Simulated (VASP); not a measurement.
# NiSb (P6_3/mmc) in VASP: notebook, part 2 of 2

VASP 6.6.1. Earlier steps stand in the parts before.

### Step 4. Single point, PBEsol (biaxial strain in the a-b plane: +3.0 %)

Contents of INCAR:

```
SYSTEM = NiSb
PREC = Accurate
ENCUT = 520
EDIFF = 1E-6
ISMEAR = 0
SIGMA = 0.1
LREAL = .False.
LASPH = .True.
NELM = 60
ALGO = Normal
ISIF = 2
LWAVE = .False.
LCHARG = .False.
GGA = PS
NBANDS = 23
```

Contents of KPOINTS:

```
regular mesh
0
Gamma
  18 18 10
  0 0 0
```

Contents of POSCAR:

```
NiSb
1.0
    4.0334161294      0.0000000000      0.0000000000
   -2.0167080647      3.4930408321      0.0000000000
    0.0000000000      0.0000000000      4.9790300730
Ni Sb
2 2
Direct
    0.0000000000      0.0000000000      0.0000000000
    0.0000000000      0.0000000000      0.5000000000
    0.3333333333      0.6666666667      0.2500000000
    0.6666666667      0.3333333333      0.7500000000
```

Potentials or basis: VASP PAW PBE potentials, release 64 (Ni, Sb).

On the command line:

```
$ cat potpaw_PBE.64/Ni/POTCAR potpaw_PBE.64/Sb/POTCAR > POTCAR
$ mpirun -np 1 vasp_std > vasp.out
```

OUTCAR:

```text
SYSTEM = NiSb
   PREC = Accurate
   ENCUT = 520
   EDIFF = 1E-6
   ISMEAR = 0
   LREAL = .False.
   LASPH = .True.
   NELM = 60
   ISIF = 2
   GGA = PS

 ion  position               nearest neighbor table
   1  0.000  0.000  0.000-   2 2.49   2 2.49   4 2.64   3 2.64   4 2.64   3 2.64   4 2.64   3 2.64

   2  0.000  0.000  0.500-   1 2.49   1 2.49   4 2.64   3 2.64   4 2.64   3 2.64   4 2.64   3 2.64

   3  0.333  0.667  0.250-   1 2.64   2 2.64   1 2.64   2 2.64   1 2.64   2 2.64   4 3.41   4 3.41
                             4 3.41   4 3.41   4 3.41   4 3.41
   4  0.667  0.333  0.750-   1 2.64   2 2.64   1 2.64   2 2.64   1 2.64   2 2.64   3 3.41   3 3.41
                             3 3.41   3 3.41   3 3.41   3 3.41

  LATTYP: Found a hexagonal cell.
 ALAT       =     4.0334161294
 C/A-ratio  =     1.2344449254

  Lattice vectors:

 A1 = (   4.0334161294,   0.0000000000,   0.0000000000)
 A2 = (  -2.0167080647,   3.4930408321,   0.0000000000)
 A3 = (   0.0000000000,   0.0000000000,   4.9790300730)

Analysis of symmetry for initial positions (statically):
=====================================================================
 Subroutine PRICEL returns:
 Original cell was already a primitive cell.

 Routine SETGRP: Setting up the symmetry group for a
 hexagonal supercell.

 Subroutine GETGRP returns: Found 24 space group operations
 (whereof 12 operations were pure point group operations)
 out of a pool of 24 trial point group operations.

The static configuration has the point symmetry D_3d.
 The point group associated with its full space group is D_6h.

Analysis of symmetry for dynamics (positions and initial velocities):
=====================================================================
 Subroutine PRICEL returns:
 Original cell was already a primitive cell.

 Routine SETGRP: Setting up the symmetry group for a
 hexagonal supercell.

 Subroutine GETGRP returns: Found 24 space group operations
 (whereof 12 operations were pure point group operations)
 out of a pool of 24 trial point group operations.

The dynamic configuration has the point symmetry D_3d.
 The point group associated with its full space group is D_6h.

 Subroutine INISYM returns: Found 24 space group operations
 (whereof 12 operations are pure point group operations),
 and found     1 'primitive' translations

----------------------------------------------------------------------------------------

                                     Primitive cell

  volume of cell :      70.1490

  direct lattice vectors                    reciprocal lattice vectors
     4.033416129  0.000000000  0.000000000     0.247928795  0.143141756  0.000000000
    -2.016708065  3.493040832  0.000000000     0.000000000  0.286283513  0.000000000
     0.000000000  0.000000000  4.979030073     0.000000000  0.000000000  0.200842330

  length of vectors
     4.033416129  4.033416129  4.979030073     0.286283513  0.286283513  0.200842330

  position of ions in fractional coordinates (direct lattice)
     0.000000000  0.000000000  0.000000000
     0.000000000  0.000000000  0.500000000
     0.333333333  0.666666667  0.250000000
     0.666666667  0.333333333  0.750000000

  ion indices of the primitive-cell ions
   primitive index   ion index
                 1           1
                 2           2
                 3           3
                 4           4

[... 31 lines left out ...]
  0.166667 -0.000000  0.000000      6.000000
  0.222222  0.000000  0.000000      6.000000
  0.277778  0.000000  0.000000      6.000000
[... 16 lines left out ...]
  0.333333  0.111111  0.000000     12.000000
  0.388889  0.111111  0.000000     12.000000
 [... further k-points ...]
   k-points           NKPTS =    222   k-points in BZ     NKDIM =    222   number of bands    NBANDS=     23
   number of dos      NEDOS =    301   number of ions     NIONS =      4
   total plane-waves  NPLWV =  36000
   dimension x,y,z NGX =    30 NGY =   30 NGZ =   40
   dimension x,y,z NGXF=    60 NGYF=   60 NGZF=   80
   ions per type =               2   2
   NGX,Y,Z   is equivalent  to a cutoff of  12.37, 12.37, 13.36 a.u.
   NGXF,Y,Z  is equivalent  to a cutoff of  24.73, 24.73, 26.71 a.u.
 SYSTEM =  NiSb
   PREC   = accura    normal or accurate (medium, high low for compatibility)
   ISTART =      0    job   : 0-new  1-cont  2-samecut
   ICHARG =      2    charge: 1-file 2-atom 10-const
   ISPIN  =      1    spin polarized calculation?
   LNONCOLLINEAR =      F non collinear calculations
   LSORBIT =      F    spin-orbit coupling
   LASPH  =      T    aspherical Exc in radial PAW
   ENCUT  =  520.0 eV  38.22 Ry    6.18 a.u.   7.50  7.50  9.26*2*pi/ulx,y,z
   NELM   =     60;   NELMIN=  2; NELMDL= -5     # of ELM steps
   EDIFF  = 0.1E-05   stopping-criterion for ELM
   LREAL  =      F    real-space projection
   EDIFFG = 0.1E-04   stopping-criterion for IOM
   NSW    =      0    number of steps for IOM
   IBRION =     -1    ionic relax: 0-MD 1-quasi-New 2-CG
   NFREE  =      0    steps in history (QN), initial steepest desc. (CG)
   ISIF   =      2    stress and relaxation
   ISYM   =      2    0-nonsym 1-usesym 2-fastsym
   POTIM  = 0.5000    time-step for ionic-motion
   TEBEG  =    0.0;   TEEND  =   0.0 temperature during run
   PSTRESS=    0.0 pullay stress
   NELECT =      30.0000    total number of electrons
   NUPDOWN=      -1.0000    fix difference up-down
   EMIN   =  10.00;   EMAX   =-10.00  energy-range for DOS
   EFERMI =   0.00;   METHOD = LEGACY
   ISMEAR =     0;   SIGMA  =   0.10  broadening in eV -4-tet -1-fermi 0-gaus
   EFERMI_NEDOS =   21; number of points for ismear=-14 and -15
   IALGO  =     38    algorithm
   IMIX   =      4    mixing-type and parameters
     AMIX     =   0.40;   BMIX     =  1.00
     AMIX_MAG =   1.60;   BMIX_MAG =  1.00
  volume/ion in A,a.u.               =      17.54       118.35
  Fermi-wavevector in a.u.,A,eV,Ry     =   1.233412  2.330810 20.698607  1.521305
  Thomas-Fermi vector in A             =   2.368143
   LORBIT       =      0    0 simple, 1 ext, 2 COOP (PROOUT), +10 PAW based schemes
   GGA     = PS    functional components
   LHFCALC =     F    Hartree Fock is set to
   AEXX    =    0.0000 exact exchange contribution
   IVDW    =     0    specifies the selected vdW correction
   LEPSILON=     F    determine dielectric tensor
   LRPA    =     F    only Hartree local field effects (RPA)
 non-spin polarized calculation
 Gauss-broadening in eV      SIGMA  =   0.10
  energy-cutoff  :      520.00
  volume of cell :       70.15
 maximum number of plane-waves:      1914
 NGX is ok and might be reduce to    30
   NGX = 15   NGY = 15   NGZ = 19

 number of electron      29.9999974 magnetization

 Free energy of the ion-electron system (eV)
  ---------------------------------------------------
  ext. energy  EPLUGINS =         0.00000000
  ---------------------------------------------------
  free energy    TOTEN  =       -22.60359748 eV

  energy without entropy =      -22.59058795  energy(sigma->0) =      -22.59709271

 E-fermi :   9.5041     XC(G=0): -11.5391

 val. band max:        9.5039165603   @ k =   0.0556   0.0000   0.0000
 cond. band min:       9.5068961711   @ k =   0.3333   0.1111   0.4000
 fundamental gap:      0.0029796108
 Fermi energy:         9.5041453731

 k-point     1 :       0.0000    0.0000    0.0000
  band No.  band energies     occupation
      1      -3.2879      2.00000
      2       1.4816      2.00000
      3       3.6567      2.00000
      4       5.5916      2.00000
      5       5.5916      2.00000
      6       6.3110      2.00000
[... 613 lines left out ...]
     22      17.0452      0.00000
     23      18.1368      0.00000

 [... further k-points ...]

------------------------ aborting loop because EDIFF is reached ----------------------------------------

  FORCE on cell =-STRESS in cart. coord.  units (eV):
  Direction    XX          YY          ZZ          XY          YZ          ZX
  --------------------------------------------------------------------------------------
  -------------------------------------------------------------------------------------
  Total       -2.7954154     -2.7954154     -0.5176139      0.0000000      0.0000000      0.0000000
  in kB      -63.8462650    -63.8462650    -11.8221117      0.0000000      0.0000000      0.0000000
  external PRESSURE =     -46.5048805 kB  Pullay stress =       0.0000000 kB

 VOLUME and BASIS-vectors are now :
 -----------------------------------------------------------------------------
  energy-cutoff  :      520.00
  volume of cell :       70.15
      direct lattice vectors                 reciprocal lattice vectors
     4.033416129  0.000000000  0.000000000     0.247928795  0.143141756  0.000000000
    -2.016708065  3.493040832  0.000000000     0.000000000  0.286283513  0.000000000
     0.000000000  0.000000000  4.979030073     0.000000000  0.000000000  0.200842330

 POSITION                                       TOTAL-FORCE (eV/Angst)
 -----------------------------------------------------------------------------------
      0.00000      0.00000      0.00000         0.000000      0.000000      0.000000
      0.00000      0.00000      2.48952         0.000000      0.000000      0.000000
     -0.00000      2.32869      1.24476        -0.000000     -0.000000      0.000000
      2.01671      1.16435      3.73427         0.000000      0.000000     -0.000000
 -----------------------------------------------------------------------------------
    total drift:                                0.000000      0.000000     -0.000000

  FREE ENERGIE OF THE ION-ELECTRON SYSTEM (eV)
  ---------------------------------------------------
  free  energy   TOTEN  =       -22.6035974779 eV

  energy  without entropy=      -22.5905879488  energy(sigma->0) =      -22.59709271
```

It took 5.3 min on 1 thread of Intel Xeon Platinum 8488C (Sapphire Rapids), shared host; peak memory 0.42 GiB.

Results:

```
Free energy            : -22.6036 eV
Pressure               : -4.7 GPa
Band gap on the k mesh : zero (bands 15 and 16 overlap by 3.07 eV)
```

Caveat: the cell differs from its parent crystal (biaxial strain in the a-b plane: +3.0 %); the stress differs along the axes, from -6 to -1 GPa; the PAW data sets were made with another functional, which shifts forces and pressure a little; spin-orbit coupling is left out, which moves the levels of the heavy elements. Spin polarisation is off, so any magnetic state and its effect on volume and gap are missing.

### Step 5. The runs side by side

| cell | gap on the mesh (eV) | pressure (GPa) |
| --- | --- | --- |
| a = 3.994, b = 3.994, c = 5.009 Å, angles 90.0, 90.0, 120.0°, 4 atoms | none | -3.2 |
| a = 4.033, b = 4.033, c = 4.947 Å, angles 90.0, 90.0, 120.0°, 4 atoms | none | -3.9 |
| a = 4.033, b = 4.033, c = 4.979 Å, angles 90.0, 90.0, 120.0°, 4 atoms | none | -4.7 |

Alike in all rows: task single point; level PBEsol; potentials or basis VASP PAW PBE potentials, release 64 (Ni, Sb); no spin polarisation; k mesh 18 × 18 × 10; cutoff (eV) 520; smearing gaussian 0.1 eV.

Caveats: the PAW data sets were made with another functional, which shifts forces and pressure a little; spin-orbit coupling is left out, which moves the levels of the heavy elements; the cell stands under tension (at least some runs); the stress differs along the axes, from -6 to 0 GPa (at least some runs); the stress differs along the axes, from -6 to -1 GPa (at least some runs).

Absolute energies hang on the potentials; compare differences alone.
